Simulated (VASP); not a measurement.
# BaTiO3 (R3m) in VASP: a series of runs

Runs on BaTiO3. Level: PBE. Tasks: relaxation of shape and atoms at fixed volume.

Program: VASP 6.6.1. These are calculated values, not measurements. Logs are shortened: lines on timing, memory, paths and dates and some standing lists are left out, and cuts for length are marked.

## 1. The cell of the first run

Symmetry: R3m, No. 160, trigonal system. The conventional cell has a = 5.559 Å, b = 5.559 Å, c = 6.825 Å, α = 90.00°, β = 90.00°, γ = 120.00°. Within 3.6 Å of Ba (site symmetry 3m) lie 12 O at 2.73 to 2.84 Å and 8 Ti at 3.34 to 3.48 Å. Within 2.5 Å of Ti (site symmetry 3m) lie 6 O at 1.87 to 2.07 Å. Within 2.5 Å of O (site symmetry m) lie 2 Ti at 1.87 to 2.07 Å.

## 2. Relaxation of shape and atoms at fixed volume, PBE (12.18 Å³/atom)

INCAR reads:

```
SYSTEM = BaTiO3
ALGO = Normal
EDIFF = 1E-6
EDIFFG = -0.01
ENCUT = 600
GGA = PE
IBRION = 2
ISIF = 4
ISMEAR = 0
LASPH = .True.
LCHARG = .False.
LREAL = .False.
LWAVE = .False.
NELM = 80
NSW = 50
PREC = Accurate
SIGMA = 0.02
```

KPOINTS reads:

```
k-points
0
Gamma
  6 6 6
  0 0 0
```

POSCAR reads:

```
BaTiO3
1.0
    2.7793380637      1.6046515793      2.2751469446
   -2.7793380637      1.6046515793      2.2751469446
    0.0000000000     -3.2093031585      2.2751469446
Ba Ti O
1 1 3
Direct
    0.0006074076      0.0006074076      0.0006074076
    0.5106206221      0.5106206221      0.5106206221
    0.4907098037      0.4907098037      0.9860524129
    0.4907098037      0.9860524129      0.4907098037
    0.9860524129      0.4907098037      0.4907098037
```

Potentials or basis: VASP PAW PBE potentials, release 64 (Ba_sv, Ti_sv, O).

Run with:

```sh
> cat potpaw_PBE.64/Ba_sv/POTCAR potpaw_PBE.64/Ti_sv/POTCAR potpaw_PBE.64/O/POTCAR > POTCAR
> mpirun -np 1 vasp_std > vasp.out
```

OUTCAR:

```text
SYSTEM = BaTiO3
   EDIFF = 1E-6
   EDIFFG = -0.01
   ENCUT = 600
   GGA = PE
   IBRION = 2
   ISIF = 4
   ISMEAR = 0
   LASPH = .True.
   LREAL = .False.
   NELM = 80
   NSW = 50
   PREC = Accurate

 ion  position               nearest neighbor table
   1  0.001  0.001  0.001-   4 2.73   5 2.73   3 2.73   3 2.78   3 2.78   4 2.78   5 2.78   5 2.78
                             4 2.78   5 2.84   4 2.84   3 2.84   2 3.34   2 3.38   2 3.38   2 3.38
   2  0.511  0.511  0.511-   3 1.87   4 1.87   5 1.87   3 2.07   4 2.07   5 2.07   1 3.34   1 3.38
                             1 3.38   1 3.38   1 3.43   1 3.43   1 3.43   1 3.48
   3  0.491  0.491  0.986-   2 1.87   2 2.07   1 2.73   1 2.78   1 2.78   1 2.84
   4  0.491  0.986  0.491-   2 1.87   2 2.07   1 2.73   1 2.78   1 2.78   1 2.84
   5  0.986  0.491  0.491-   2 1.87   2 2.07   1 2.73   1 2.78   1 2.78   1 2.84

  LATTYP: Found a trigonal (rhomboedric) cell.
 ALAT       =     3.9339446339
 COS(alpha) =     0.0017110606

  Lattice vectors:

 A1 = (   2.7793380637,   1.6046515793,   2.2751469446)
 A2 = (  -2.7793380637,   1.6046515793,   2.2751469446)
 A3 = (   0.0000000000,  -3.2093031585,   2.2751469446)

Analysis of symmetry for initial positions (statically):
=====================================================================
 Subroutine PRICEL returns:
 Original cell was already a primitive cell.

 Routine SETGRP: Setting up the symmetry group for a
 trigonal (rhombohedral) supercell.

 Subroutine GETGRP returns: Found  6 space group operations
 (whereof  6 operations were pure point group operations)
 out of a pool of 12 trial point group operations.

The static configuration has the point symmetry C_3v.

Analysis of symmetry for dynamics (positions and initial velocities):
=====================================================================
 Subroutine PRICEL returns:
 Original cell was already a primitive cell.

 Routine SETGRP: Setting up the symmetry group for a
 trigonal (rhombohedral) supercell.

 Subroutine GETGRP returns: Found  6 space group operations
 (whereof  6 operations were pure point group operations)
 out of a pool of 12 trial point group operations.

The dynamic configuration has the point symmetry C_3v.

 Subroutine INISYM returns: Found  6 space group operations
 (whereof  6 operations are pure point group operations),
 and found     1 'primitive' translations

----------------------------------------------------------------------------------------

                                     Primitive cell

  volume of cell :      60.8811

  direct lattice vectors                    reciprocal lattice vectors
     2.779338064  1.604651579  2.275146945     0.179898950  0.103864707  0.146510683
    -2.779338064  1.604651579  2.275146945    -0.179898950  0.103864707  0.146510683
     0.000000000 -3.209303159  2.275146945     0.000000000 -0.207729415  0.146510683

  length of vectors
     3.933944634  3.933944634  3.933944634     0.254198525  0.254198525  0.254198525

  position of ions in fractional coordinates (direct lattice)
     0.000607408  0.000607408  0.000607408
     0.510620622  0.510620622  0.510620622
     0.490709804  0.490709804  0.986052413
     0.490709804  0.986052413  0.490709804
     0.986052413  0.490709804  0.490709804

  ion indices of the primitive-cell ions
   primitive index   ion index
                 1           1
                 2           2
                 3           3
                 4           4
                 5           5

----------------------------------------------------------------------------------------

 KPOINTS: k-points

Automatic generation of k-mesh.
 Grid dimensions read from file:
 generate k-points for:    6    6    6

 Generating k-lattice:

  Cartesian coordinates                     Fractional coordinates (reciprocal lattice)
     0.029983158  0.017310785  0.024418447     0.166666667  0.000000000  0.000000000
    -0.029983158  0.017310785  0.024418447     0.000000000  0.166666667  0.000000000
     0.000000000 -0.034621569  0.024418447     0.000000000  0.000000000  0.166666667

  Length of vectors
     0.042366421  0.042366421  0.042366421

  Shift w.r.t. Gamma in fractional coordinates (k-lattice)
     0.000000000  0.000000000  0.000000000

 Subroutine IBZKPT returns following result:
 ===========================================

 Found     32 irreducible k-points:

 Following reciprocal coordinates:
            Coordinates               Weight
  0.000000  0.000000  0.000000      1.000000
  0.166667  0.000000 -0.000000      6.000000
  0.333333  0.000000  0.000000      6.000000
  0.500000  0.000000  0.000000      3.000000
  0.166667  0.166667  0.000000      6.000000
  0.333333  0.166667  0.000000     12.000000
[... 16 lines left out ...]
  0.500000  0.500000  0.166667      6.000000
 -0.333333  0.500000  0.166667     12.000000
 [... further k-points ...]
   k-points           NKPTS =     32   k-points in BZ     NKDIM =     32   number of bands    NBANDS=     24
   number of dos      NEDOS =    301   number of ions     NIONS =      5
   total plane-waves  NPLWV =  32768
   dimension x,y,z NGX =    32 NGY =   32 NGZ =   32
   dimension x,y,z NGXF=    64 NGYF=   64 NGZF=   64
   ions per type =               1   1   3
   NGX,Y,Z   is equivalent  to a cutoff of  13.52, 13.52, 13.52 a.u.
   NGXF,Y,Z  is equivalent  to a cutoff of  27.05, 27.05, 27.05 a.u.
 SYSTEM =  BaTiO3
   PREC   = accura    normal or accurate (medium, high low for compatibility)
   ISTART =      0    job   : 0-new  1-cont  2-samecut
   ICHARG =      2    charge: 1-file 2-atom 10-const
   ISPIN  =      1    spin polarized calculation?
   LNONCOLLINEAR =      F non collinear calculations
   LSORBIT =      F    spin-orbit coupling
   LASPH  =      T    aspherical Exc in radial PAW
   ENCUT  =  600.0 eV  44.10 Ry    6.64 a.u.   7.86  7.86  7.86*2*pi/ulx,y,z
   NELM   =     80;   NELMIN=  2; NELMDL= -5     # of ELM steps
   EDIFF  = 0.1E-05   stopping-criterion for ELM
   LREAL  =      F    real-space projection
   EDIFFG = -.1E-01   stopping-criterion for IOM
   NSW    =     50    number of steps for IOM
   IBRION =      2    ionic relax: 0-MD 1-quasi-New 2-CG
   NFREE  =      1    steps in history (QN), initial steepest desc. (CG)
   ISIF   =      4    stress and relaxation
   ISYM   =      2    0-nonsym 1-usesym 2-fastsym
   POTIM  = 0.5000    time-step for ionic-motion
   TEBEG  =    0.0;   TEEND  =   0.0 temperature during run
   PSTRESS=    0.0 pullay stress
   NELECT =      40.0000    total number of electrons
   NUPDOWN=      -1.0000    fix difference up-down
   EMIN   =  10.00;   EMAX   =-10.00  energy-range for DOS
   EFERMI =   0.00;   METHOD = LEGACY
   ISMEAR =     0;   SIGMA  =   0.02  broadening in eV -4-tet -1-fermi 0-gaus
   EFERMI_NEDOS =   21; number of points for ismear=-14 and -15
   IALGO  =     38    algorithm
   IMIX   =      4    mixing-type and parameters
     AMIX     =   0.40;   BMIX     =  1.00
     AMIX_MAG =   1.60;   BMIX_MAG =  1.00
  volume/ion in A,a.u.               =      12.18        82.17
  Fermi-wavevector in a.u.,A,eV,Ry     =   1.423204  2.689466 27.558740  2.025510
  Thomas-Fermi vector in A             =   2.543827
   LORBIT       =      0    0 simple, 1 ext, 2 COOP (PROOUT), +10 PAW based schemes
   GGA     = PE    functional components
   LHFCALC =     F    Hartree Fock is set to
   AEXX    =    0.0000 exact exchange contribution
   IVDW    =     0    specifies the selected vdW correction
   LEPSILON=     F    determine dielectric tensor
   LRPA    =     F    only Hartree local field effects (RPA)
 conjugate gradient relaxation of ions
 non-spin polarized calculation
 Gauss-broadening in eV      SIGMA  =   0.02
  energy-cutoff  :      600.00
  volume of cell :       60.88
 maximum number of plane-waves:      2048
   NGX = 15   NGY = 15   NGZ = 15

--------------------------------------- Ionic step        1  -------------------------------------------

 number of electron      40.0000011 magnetization

 Free energy of the ion-electron system (eV)
  ---------------------------------------------------
  ext. energy  EPLUGINS =         0.00000000
  ---------------------------------------------------
  free energy    TOTEN  =       -39.77823856 eV

  energy without entropy =      -39.77823856  energy(sigma->0) =      -39.77823856

------------------------ aborting loop because EDIFF is reached ----------------------------------------

  FORCE on cell =-STRESS in cart. coord.  units (eV):
  Direction    XX          YY          ZZ          XY          YZ          ZX
  --------------------------------------------------------------------------------------
  -------------------------------------------------------------------------------------
  Total        6.1362141      6.1362141      6.0162429      0.0000000      0.0000000      0.0000000
  in kB      161.4835413    161.4835413    158.3263203      0.0000000      0.0000000      0.0000000
  external PRESSURE =     160.4311343 kB  Pullay stress =       0.0000000 kB
[... 98 lines left out ...]
  FREE ENERGIE OF THE ION-ELECTRON SYSTEM (eV)
  ---------------------------------------------------
  free  energy   TOTEN  =       -39.7873549601 eV

  energy  without entropy=      -39.7873549601  energy(sigma->0) =      -39.78735496

[... ionic steps 4 to 10 ...]

--------------------------------------- Ionic step       11  -------------------------------------------

 number of electron      40.0000012 magnetization

------------------------ aborting loop because EDIFF is reached ----------------------------------------

  FORCE on cell =-STRESS in cart. coord.  units (eV):
  Direction    XX          YY          ZZ          XY          YZ          ZX
  --------------------------------------------------------------------------------------
  -------------------------------------------------------------------------------------
  Total        5.4853533      5.4853533      5.5248155      0.0000000      0.0000000     -0.0000000
  in kB      144.3551777    144.3551777    145.3936834      0.0000000      0.0000000     -0.0000000
  external PRESSURE =     144.7013463 kB  Pullay stress =       0.0000000 kB
[... 63 lines left out ...]
  energy  without entropy=      -39.7911155416  energy(sigma->0) =      -39.79111554

--------------------------------------- Ionic step       13  -------------------------------------------

 number of electron      40.0000011 magnetization

 Free energy of the ion-electron system (eV)
  ---------------------------------------------------
  ext. energy  EPLUGINS =         0.00000000
  ---------------------------------------------------
  free energy    TOTEN  =       -39.79113087 eV

  energy without entropy =      -39.79113087  energy(sigma->0) =      -39.79113087

 E-fermi :   4.4526     XC(G=0): -11.5337

 val. band max:        4.2349949424   @ k =   0.5000   0.5000   0.5000
 cond. band min:       6.1684345919   @ k =   0.0000   0.0000   0.0000
 fundamental gap:      1.9334396495
 Fermi energy:         4.4525704278

 k-point     1 :       0.0000    0.0000    0.0000
  band No.  band energies     occupation
      1     -52.1389      2.00000
      2     -28.3865      2.00000
      3     -28.3865      2.00000
      4     -28.3854      2.00000
      5     -20.4653      2.00000
      6     -12.7633      2.00000
[... 637 lines left out ...]
     23       8.3459      0.00000
     24      10.2229      0.00000

 [... further k-points ...]
[... 5 lines left out ...]
  --------------------------------------------------------------------------------------
  -------------------------------------------------------------------------------------
  Total        5.4949964      5.4949964      5.4627046      0.0000000      0.0000000      0.0000000
  in kB      144.6089485    144.6089485    143.7591416      0.0000000      0.0000000      0.0000000
  external PRESSURE =     144.3256795 kB  Pullay stress =       0.0000000 kB
[... 20 lines left out ...]
  FREE ENERGIE OF THE ION-ELECTRON SYSTEM (eV)
  ---------------------------------------------------
  free  energy   TOTEN  =       -39.7911308669 eV

  energy  without entropy=      -39.7911308669  energy(sigma->0) =      -39.79113087

 reached required accuracy - stopping structural energy minimisation
```

It took 3.4 min on 1 thread of AMD EPYC 9R45 (Zen 5), shared host; peak memory 0.19 GiB.

What came out:

* Free energy: -39.7911 eV
* Energy gained by relaxing: 2.6 meV/atom
* Ionic steps: 13
* Pressure after relaxing: 14.4 GPa
* Band gap on the k mesh: 1.93 eV (least direct gap 2.06 eV)

Forces in eV/Å, atoms in the order of the input:
```
Ba   0.000  0.000 -0.003
Ti   0.000  0.000 -0.003
O    0.000  0.000  0.002
O    0.000  0.000  0.002
O    0.000  0.000  0.002
```

Stress tensor (GPa, compression positive):
```
14.46  0.00  0.00
 0.00 14.46  0.00
 0.00  0.00 14.38
```

The path:
```csv
step,energy change (eV),largest force (eV/Å),pressure (GPa),volume (Å³)
1,0.0000,0.3044,16.04,60.88
2,-0.0078,0.1553,15.28,60.88
3,-0.0091,0.1135,14.86,60.88
4,-0.0114,0.0589,14.76,60.88
5,-0.0125,0.0236,14.64,60.88
6,-0.0125,0.0258,14.63,60.88
7,-0.0128,0.0166,14.53,60.88
8,-0.0128,0.0165,14.52,60.88
9,-0.0128,0.0156,14.52,60.88
10,-0.0128,0.0161,14.51,60.88
11,-0.0129,0.0104,14.47,60.88
12,-0.0129,0.0102,14.45,60.88
13,-0.0129,0.0027,14.43,60.88
```

Final structure:
```
Ba Ti O
1.0
     2.78106    1.60564    2.27234
    -2.78106    1.60564    2.27234
     0.00000   -3.21129    2.27234
Ba Ti O
1 1 3
Cartesian
  0.0000 0.0000 6.8005
  0.0000 0.0000 3.4257
  0.0000 -1.6010 4.4961
  -1.3865 0.8005 4.4961
  1.3865 0.8005 4.4961
```

Levels at points of the mesh, in eV from the valence-band top:
```tsv
k point	band 18	band 19	band 20	band 21	band 22	band 23
(0.00, 0.00, 0.00)	-0.16	-0.13	-0.13	1.93	1.93	1.97
(0.50, 0.00, 0.00)	-1.84	-0.75	-0.72	2.12	3.79	3.80
(0.50, 0.50, 0.00)	-0.84	-0.83	-0.10	3.81	3.81	4.23
(0.50, 0.50, 0.50)	0.00	0.00	0.00	4.51	4.53	4.53
```

Caveat: spin-orbit coupling is left out, which moves the levels of the heavy elements.

(Continued in part 2 of 2.)
